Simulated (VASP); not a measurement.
# P (P1) in VASP: notebook

Runs on P. Level: PBE+D3(BJ). Tasks: single point.

Everything below comes from runs of VASP 6.6.1. Logs are shortened: lines on timing, memory, paths and dates and some standing lists are left out, and cuts for length are marked.

**1. The cell of the first run**

The typed cell holds 16 atoms: a = 7.126 Å, b = 7.126 Å, c = 7.660 Å, α = 62.28°, β = 62.28°, γ = 60.00°.

**2. Single point, PBE+D3(BJ)**

INCAR reads:

```
PREC = Accurate ; ENCUT = 400
EDIFF = 1E-6 ; ISMEAR = -1
SIGMA = 0.2241 ; LREAL = Auto
LASPH = True ; NELM = 120
ALGO = Normal ; ISIF = 2
LWAVE = False ; LCHARG = False
GGA = PE ; IVDW = 12
NBANDS = 54 ; GGA_COMPAT = False
ISYM = -1
```

KPOINTS reads:

```
explicit points
4
Reciprocal
  0.25000000   0.25000000   0.25000000 2
  0.25000000   0.25000000   0.75000000 2
  0.25000000   0.75000000   0.25000000 2
  0.25000000   0.75000000   0.75000000 2
```

POSCAR reads:

```
P
1.0
   -3.5628635720     -6.1710607271      0.0000000000
   -7.1257271440      0.0000000000      0.0000000000
   -3.5628635720     -2.0570202424     -6.4614128885
P
16
Direct
    0.6110669165      0.6405657201      0.1588627778
    0.6202815452      0.0980872777      0.1660819419
    0.1343585310      0.5826016648      0.1546568865
    0.5937531094      0.7000608392      0.6230519655
    0.2259286823      0.0414473190      0.1225162381
    0.6229385096      0.1410623435      0.6903172846
    0.0567979263      0.6022359497      0.6667467432
    0.0943274240      0.0978271052      0.6692796258
    0.8880210345      0.8295920608      0.3733610654
    0.9024305070      0.4162961764      0.3183802112
    0.4045243394      0.8772193268      0.3572447760
    0.8751942379      0.8753026627      0.8611899744
    0.3990095678      0.4123717747      0.3330053406
    0.8208651528      0.3880729276      0.8120694484
    0.4020502546      0.9399155280      0.8135658703
    0.3484520932      0.3573414365      0.8796699883
```

Potentials or basis: VASP PAW PBE potentials, release 64 (P).

Launch:

```console
$ cat potpaw_PBE.64/P/POTCAR > POTCAR
$ mpirun -np 1 vasp_std > vasp.out
```

OUTCAR:

```text
PREC = Accurate
   ENCUT = 400
   EDIFF = 1E-6
   ISMEAR = -1
   LREAL = Auto
   LASPH = True
   NELM = 120
   ISIF = 2
   GGA = PE
   IVDW = 12
   ISYM = -1
 IVDW          = 12

 ion  position               nearest neighbor table
   1  0.611  0.641  0.159-  11 2.27  13 2.30  10 2.36  12 2.67   5 2.81
   2  0.620  0.098  0.166-  11 2.27   9 2.48  13 2.53  14 2.79  12 2.81  16 2.93
   3  0.134  0.583  0.155-  10 2.09  13 2.34   9 2.43  16 2.65  12 2.91
   4  0.594  0.700  0.623-  15 2.25  14 2.29   9 2.34  11 2.45
   5  0.226  0.041  0.123-  11 2.21  15 2.37  16 2.42   1 2.81   9 2.90
   6  0.623  0.141  0.690-  16 2.17  12 2.24  15 2.24
   7  0.057  0.602  0.667-  14 2.37  12 2.46   9 2.51  16 2.63  13 2.90
   8  0.094  0.098  0.669-  12 2.30  14 2.32  15 2.43  11 2.86
   9  0.888  0.830  0.373-   4 2.34   3 2.43   2 2.48   7 2.51   5 2.90
  10  0.902  0.416  0.318-   3 2.09   1 2.36
  11  0.405  0.877  0.357-   5 2.21   1 2.27   2 2.27   4 2.45   8 2.86
  12  0.875  0.875  0.861-   6 2.24   8 2.30   7 2.46   1 2.67   2 2.81   3 2.91
  13  0.399  0.412  0.333-   1 2.30   3 2.34   2 2.53   7 2.90
  14  0.821  0.388  0.812-   4 2.29   8 2.32   7 2.37   2 2.79
  15  0.402  0.940  0.814-   6 2.24   4 2.25   5 2.37   8 2.43
  16  0.348  0.357  0.880-   6 2.17   5 2.42   7 2.63   3 2.65   2 2.93

IMPORTANT INFORMATION: All symmetrisations will be switched off!
NOSYMM: (Re-)initialisation of all symmetry stuff for point group C_1.

----------------------------------------------------------------------------------------

                                     Primitive cell

  volume of cell :     284.1296

  direct lattice vectors                    reciprocal lattice vectors
    -3.562863572 -6.171060727  0.000000000     0.000000000 -0.162046696  0.051588304
    -7.125727144  0.000000000  0.000000000    -0.140336555  0.081023348  0.051588304
    -3.562863572 -2.057020242 -6.461412888     0.000000000  0.000000000 -0.154764912

  length of vectors
     7.125727144  7.125727144  7.659972952     0.170060239  0.170060239  0.154764912

  position of ions in fractional coordinates (direct lattice)
     0.611066917  0.640565720  0.158862778
     0.620281545  0.098087278  0.166081942
     0.134358531  0.582601665  0.154656886
     0.593753109  0.700060839  0.623051965
     0.225928682  0.041447319  0.122516238
     0.622938510  0.141062344  0.690317285
[... 8 lines left out ...]
     0.402050255  0.939915528  0.813565870
     0.348452093  0.357341437  0.879669988

  ion indices of the primitive-cell ions
   primitive index   ion index
                 1           1
                 2           2
                 3           3
                 4           4
                 5           5
                 6           6
[... 8 lines left out ...]
                15          15
                16          16
[... 41 lines left out ...]
   POTIM  = 0.5000    time-step for ionic-motion
   TEBEG  =    0.0;   TEEND  =   0.0 temperature during run
   PSTRESS=    0.0 pullay stress
   NELECT =      80.0000    total number of electrons
   NUPDOWN=      -1.0000    fix difference up-down
   EMIN   =  10.00;   EMAX   =-10.00  energy-range for DOS
   EFERMI =   0.00;   METHOD = LEGACY
   ISMEAR =    -1;   SIGMA  =   0.22  broadening in eV -4-tet -1-fermi 0-gaus
   EFERMI_NEDOS =   21; number of points for ismear=-14 and -15
   IALGO  =     38    algorithm
   IMIX   =      4    mixing-type and parameters
     AMIX     =   0.40;   BMIX     =  1.00
     AMIX_MAG =   1.60;   BMIX_MAG =  1.00
  volume/ion in A,a.u.               =      17.76       119.84
  Fermi-wavevector in a.u.,A,eV,Ry     =   1.072999  2.027674 15.664753  1.151327
  Thomas-Fermi vector in A             =   2.208786
   LORBIT       =      0    0 simple, 1 ext, 2 COOP (PROOUT), +10 PAW based schemes
   GGA     = PE    functional components
   LHFCALC =     F    Hartree Fock is set to
   AEXX    =    0.0000 exact exchange contribution
   IVDW    =    12    specifies the selected vdW correction
   LEPSILON=     F    determine dielectric tensor
   LRPA    =     F    only Hartree local field effects (RPA)
 non-spin polarized calculation
  energy-cutoff  :      400.00
  volume of cell :      284.13
 maximum number of plane-waves:      5175
 NGX is ok and might be reduce to    48
   NGX = 23   NGY = 23   NGZ = 25

 number of electron      80.0000000 magnetization

 Free energy of the ion-electron system (eV)
  ---------------------------------------------------
  ext. energy  EPLUGINS =         0.00000000
  ---------------------------------------------------
  free energy    TOTEN  =       -81.45512783 eV

  energy without entropy =      -80.47526545  energy(sigma->0) =      -80.96519664

 E-fermi :   7.2885     XC(G=0): -10.2783

 val. band max:        7.0864364920   @ k =   0.2500   0.2500   0.7500
 cond. band min:       7.4264044141   @ k =   0.2500   0.2500   0.7500
 fundamental gap:      0.3399679221
 Fermi energy:         7.2884684139

 k-point     1 :       0.2500    0.2500    0.2500
  band No.  band energies     occupation
      1      -8.2336      2.00000
      2      -6.8358      2.00000
      3      -6.3893      2.00000
      4      -5.8762      2.00000
      5      -5.4843      2.00000
      6      -5.0592      2.00000
[... 209 lines left out ...]
     51      10.0006      0.00001
     52      10.1767      0.00001
 [bands above 52 left out]

------------------------ aborting loop because EDIFF is reached ----------------------------------------

 Edisp (eV)   -6.31961

 E8    (eV) :    -2.3911

  FORCE on cell =-STRESS in cart. coord.  units (eV):
  Direction    XX          YY          ZZ          XY          YZ          ZX
  --------------------------------------------------------------------------------------
  -------------------------------------------------------------------------------------
  Total     -10.63009    -8.37046    -5.42114    -0.56411    -0.07623    -1.94681
  in kB     -59.94199   -47.20016   -30.56927    -3.18095    -0.42983   -10.97785
  external pressure =      -45.90 kB  Pullay stress =        0.00 kB

 VOLUME and BASIS-vectors are now :
 -----------------------------------------------------------------------------
  energy-cutoff  :      400.00
  volume of cell :      284.13
      direct lattice vectors                 reciprocal lattice vectors
    -3.562863572 -6.171060727  0.000000000     0.000000000 -0.162046696  0.051588304
    -7.125727144  0.000000000  0.000000000    -0.140336555  0.081023348  0.051588304
    -3.562863572 -2.057020242 -6.461412888     0.000000000  0.000000000 -0.154764912

 POSITION                                       TOTAL-FORCE (eV/Angst)
 -----------------------------------------------------------------------------------
     -7.30765     -4.09771     -1.02648         0.100580     -0.652461     -0.035868
     -3.50065     -4.16943     -1.07312        -0.770726     -0.505661     -0.473100
     -5.18118     -1.14727     -0.99930        -2.176024     -0.438252      0.361431
     -9.32375     -4.94572     -4.02580         0.710646     -0.599319      0.086400
     -1.53680     -1.64624     -0.79163        -1.104324      1.964753     -0.165274
     -5.68412     -5.26419     -4.46042         0.652593      0.317013      1.111700
[... 8 lines left out ...]
    -11.02866     -4.15460     -5.25679         1.002627      0.400570     -0.081738
     -6.92195     -3.95982     -5.68391         0.114370      0.567869     -0.699079
 -----------------------------------------------------------------------------------
    total drift:                                0.000992      0.001043      0.000744

  FREE ENERGIE OF THE ION-ELECTRON SYSTEM (eV)
  ---------------------------------------------------
  free  energy   TOTEN  =       -87.7747409701 eV

  energy  without entropy=      -86.7948785887  energy(sigma->0) =      -87.28480978
```

Wall time 44 s (1 thread of AMD EPYC 9R45 (Zen 5), shared host); peak memory 0.28 GiB.

Results:

* Free energy: -87.7747 eV
* Pressure: -4.6 GPa
* Largest force: 2.489 eV/Å
* Band gap on the k mesh: 0.01 eV (least direct gap 0.18 eV)
* Dispersion energy per atom: -0.395 eV

Forces in eV/Å, atoms in the order of the input:
```
P    0.101 -0.652 -0.036
P   -0.771 -0.506 -0.473
P   -2.176 -0.438  0.361
P    0.711 -0.599  0.086
P   -1.104  1.965 -0.165
P    0.653  0.317  1.112
P   -0.315 -0.845 -0.338
P   -0.840 -0.279  0.536
P   -0.379  0.485  0.799
P    2.357  0.327 -0.730
P    0.081  0.309  0.188
P    0.373 -0.240 -0.180
P    1.259  0.169 -0.250
P   -1.065 -0.980 -0.129
P    1.003  0.401 -0.082
P    0.114  0.568 -0.699
```

Caveat: the cell stands under tension; the smearing spreads over this small gap; the atoms stand as in a frame of molecular dynamics; semilocal functionals underestimate gaps, and a narrow one can read as zero; a shifted mesh leaves out Γ, where band edges can lie; forces of over 1 eV/Å act on the atoms, so gaps and moduli don't describe the material at rest.

**3. Single point, PBE+D3(BJ)**

INCAR reads:

```
SYSTEM = P
PREC     = Accurate       ! precision mode
ENCUT    = 400            ! plane-wave cutoff, eV
EDIFF    = 1E-6           ! SCF threshold, eV
ISMEAR   = -1             ! smearing method
SIGMA    = 0.2241         ! smearing width, eV
LREAL    = Auto         
LASPH    = .True.         ! aspherical terms in the spheres
NELM     = 120            ! most SCF steps
ALGO     = Normal         ! electronic algorithm
ISIF     = 2              ! what is computed and relaxed
LWAVE    = .False.        ! write WAVECAR
LCHARG   = .False.        ! write CHGCAR
GGA      = PE             ! functional
IVDW     = 12             ! dispersion correction
NBANDS   = 54             ! bands
GGA_COMPAT= .False.      
ISYM     = -1
```

KPOINTS is that of step 2.

POSCAR reads:

```
P
1.0
   -3.5628635720     -6.1710607271      0.0000000000
   -7.1257271440      0.0000000000      0.0000000000
   -3.5628635720     -2.0570202424     -6.4614128885
P
16
Direct
    0.5850093543      0.6707969547      0.1283019696
    0.5879479327      0.1699508286      0.1167278756
    0.0941156854      0.6296747062      0.1743256497
    0.6093971996      0.5967159044      0.6809674720
    0.0547158772      0.1479089359      0.2041520984
    0.6412859613      0.0848089436      0.7019952259
    0.1228244572      0.6434371109      0.5951894835
    0.1614216410      0.0873782407      0.6525532531
    0.9091651151      0.8937509684      0.3540197848
    0.7773250201      0.3634459647      0.3870117950
    0.3984022923      0.8959689353      0.3340537182
    0.9513281423      0.8358730434      0.8317114372
    0.3501015524      0.3589360544      0.3150995046
    0.9222526937      0.3984195655      0.7734302213
    0.4126879212      0.8728388000      0.8842595418
    0.4220191992      0.3500952671      0.8662009527
```

Potentials or basis: VASP PAW PBE potentials, release 64 (P).

Launch:

```console
$ cat potpaw_PBE.64/P/POTCAR > POTCAR
$ mpirun -np 1 vasp_std > vasp.out
```

It took 44 s on 1 thread of AMD EPYC 9R45 (Zen 5), shared host; peak memory 0.28 GiB.

Results (log left out):

```yaml
Free_energy: -88.4190 eV
Pressure: -3.5 GPa
Largest_force: 2.837 eV/Å
Band_gap_on_the_k_mesh: 0.20 eV (least direct gap 0.28 eV)
Dispersion_energy_per_atom: -0.395 eV
```

Forces in eV/Å, atoms in the order of the input:
```
P    0.019 -1.129 -1.271
P    1.710 -0.794  0.251
P   -0.126  0.370  0.241
P   -0.220  0.089  0.518
P   -0.172 -1.187  0.702
P   -0.325 -0.302  0.679
P    0.072  0.399 -0.232
P   -0.545  0.450  0.320
P    1.654 -0.111 -0.735
P   -0.682 -0.102  0.190
P    0.108  0.385  0.917
P   -0.308  1.004  0.144
P   -2.196  0.381 -1.756
P   -0.038 -0.607 -0.772
P    1.213  0.975  0.626
P   -0.165  0.178  0.179
```

Stress tensor (GPa, compression positive):
```
-6.29 -0.56  0.96
-0.56 -2.58  1.20
 0.96  1.20 -1.56
```

Levels at points of the mesh, in eV from the valence-band top:
| k point | band 37 | band 38 | band 39 | band 40 | band 41 | band 42 | band 43 | band 44 |
| --- | --- | --- | --- | --- | --- | --- | --- | --- |
| (0.25, 0.25, 0.25) | -1.31 | -1.10 | -0.76 | -0.46 | 0.20 | 0.56 | 0.75 | 0.88 |

Caveat: the cell stands under tension; the atoms stand as in a frame of molecular dynamics; semilocal functionals underestimate gaps, and a narrow one can read as zero; a shifted mesh leaves out Γ, where band edges can lie; forces of over 1 eV/Å act on the atoms, so gaps and moduli don't describe the material at rest.

(Part 1 of 2 ends here.)

The gap in the log of VASP goes by the Fermi energy; the results here count the filled bands.